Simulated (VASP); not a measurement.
Input of a VASP 6.6.1 run:

The input INCAR:

```
SYSTEM = Ag8Br7
  ALGO = Normal
  EDIFF = 1E-7
  ENCUT = 520
  GGA = PE
  ISIF = 2
  ISMEAR = 0
  LASPH = .TRUE.
  LCHARG = .TRUE.
  LELF = .TRUE.
  LREAL = Auto
  LVHAR = .TRUE.
  LWAVE = .FALSE.
  NBANDS = 82
  NELM = 100
  PREC = Accurate
  SIGMA = 0.1
```

File KPOINTS:

```
k-points
0
G
  2 2 2
  0 0 0
```

POSCAR

```
Ag8Br7
1.0
    0.0000000000      5.8279080000      5.8279080000
    5.8279080000      0.0000000000      5.8279080000
    5.8279080000      5.8279080000      0.0000000000
Ag Br
8 7
Direct
    0.2746321665      0.1903612754      0.3115781855
    0.2098364456      0.3587179997      0.5911115103
    0.2290707060      0.7471761737      0.2781636223
    0.2374400900      0.7017233285      0.8300753890
    0.7857663505      0.2698280412      0.2282585792
    0.8841776500      0.3790576310      0.5453713408
    0.7016394219      0.7688738395      0.2985036826
    0.8482166328      0.7075381938      0.5937477908
   -0.0308582428      0.0288975049      0.5081955652
   -0.0004752992      0.5083927200     -0.0940414639
   -0.0339809757      0.9517123469      0.0636653839
    0.4673289283     -0.0232258299      0.0668505749
    0.4572703447     -0.0378687344      0.6236585238
    0.4664574321      0.4541408341      0.1024594074
    0.5085432028      0.4973493061      0.5439317161
```

Potentials or basis: VASP PAW PBE potentials, release 64 (Ag, Br).

Launch:

```bash
$ cat potpaw_PBE.64/Ag/POTCAR potpaw_PBE.64/Br/POTCAR > POTCAR
$ mpirun -np 1 vasp_std > vasp.out
```

Predict the largest force.

0.025 eV/Å.

What does it give for the band gap on the k mesh?

Zero (an odd number of electrons rules out a gap without spin polarisation).

Estimate the pressure.

0.6 GPa.

Forces on the atoms (eV/Å):
```
Ag  -0.004  0.004 -0.008
Ag  -0.002  0.001  0.002
Ag   0.000  0.008  0.004
Ag  -0.007 -0.001  0.004
Ag  -0.009  0.002  0.003
Ag   0.002 -0.005 -0.003
Ag   0.003 -0.001 -0.014
Ag   0.001  0.002  0.004
Br  -0.005  0.007  0.007
Br   0.000 -0.002  0.012
Br  -0.010  0.002  0.007
Br   0.003  0.002 -0.006
Br  -0.002 -0.003 -0.008
Br   0.006 -0.006  0.000
Br   0.023 -0.010 -0.004
```

Caveat: the k points lie up to 0.47 Å⁻¹ apart, too coarse for converged energies and pressures of a metal; an odd number of electrons without spin polarisation forces a metal; a magnetic or distorted state may lie lower.
